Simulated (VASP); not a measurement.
## BN: single point with PBE

The system is BN.

```
CELL_PARAMETERS angstrom
2.54189 0.00000 0.00000
-1.27094 2.20134 0.00000
0.00000 0.00000 6.75163
ATOMIC_POSITIONS crystal
B 0.33333 0.66667 0.25000
B 0.66667 0.33333 0.75000
N 0.33333 0.66667 0.75000
N 0.66667 0.33333 0.25000
```

```yaml
Program: VASP 6.6.1
Task: single point
Functional: PBE
Potentials_or_basis: VASP PAW PBE potentials, release 64 (B, N)
Cutoff: 600 eV
k_mesh: 8 × 8 × 3
Occupations: gaussian, width 0.01 eV
Spin: no spin polarisation
Dipole_correction: no
Further_INCAR_settings: ALGO = Normal; EDIFF = 1e-06; NBANDS = 16
```

- Pressure: -7.1 GPa
- Band gap on the k mesh: 4.21 eV (least direct gap 4.57 eV)

Stress tensor (GPa, compression positive):
```
-11.67   0.00   0.00
  0.00 -11.67   0.00
  0.00   0.00   2.09
```

Levels at points of the mesh, in eV from the valence-band top:
```
           k point  band 5  band 6  band 7  band 8  band 9  band 10  band 11  band 12
(0.00, 0.00, 0.00)   -1.39   -1.39   -1.36   -1.36    5.14     9.96    11.17    11.17
(0.50, 0.00, 0.00)   -4.09   -4.03   -1.37   -0.43    4.21     5.47     9.10     9.48
```

Run time: 22 s on 1 thread of Intel Xeon 8259CL, with other jobs on the host, peak memory 0.15 GiB.

Caveat: the cell stands under tension; an odd mesh through Γ misses points on the zone boundary, where band edges can lie; this functional lacks dispersion, which binds the layers, so the pressure and a relaxed spacing across them are unreliable. PBE gaps usually lie below the measured ones, often by a third to a half.
